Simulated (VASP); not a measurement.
The system is SnO2.

```
Sn O
1.0
     5.17526    0.00000    0.00000
     0.00000    5.17526    0.00000
     0.00000    0.00000    5.17526
Sn O
4 8
Direct
  0.00000 0.00000 0.00000
  0.50000 0.00000 0.50000
  0.50000 0.50000 0.00000
  0.00000 0.50000 0.50000
  0.66110 0.83890 0.16110
  0.83890 0.16110 0.66110
  0.16110 0.66110 0.83890
  0.33890 0.33890 0.33890
  0.66110 0.66110 0.66110
  0.83890 0.33890 0.16110
  0.16110 0.83890 0.33890
  0.33890 0.16110 0.83890
```

Base run:

* Program: VASP 6.6.1
* Functional: PBEsol
* Potentials or basis: VASP PAW PBE potentials, release 64 (Sn_d, O)
* Cutoff: 520 eV
* k mesh: 4 × 4 × 4
* Occupations: fermi-dirac, width 0.05 eV
* Spin: no spin polarisation

Its results: band gap on the k mesh 0.50 eV, indirect (least direct gap 0.56 eV); pressure -6.6 GPa; largest force 0.021 eV/Å.

Q: The run is repeated on the same cell with these changes: functional from PBEsol to PBE. What comes out?

A: Band gap on the k mesh 0.56 eV, indirect (least direct gap 0.62 eV); pressure 0.0 GPa; largest force 0.005 eV/Å.

PBE binds less tightly than PBEsol, so the same cell stands under more pressure.

Caveats: spin-orbit coupling is left out, which moves the levels of the heavy elements; the PAW data sets were made with another functional, which shifts forces and pressure a little (some runs).

A k mesh can miss the band edges.
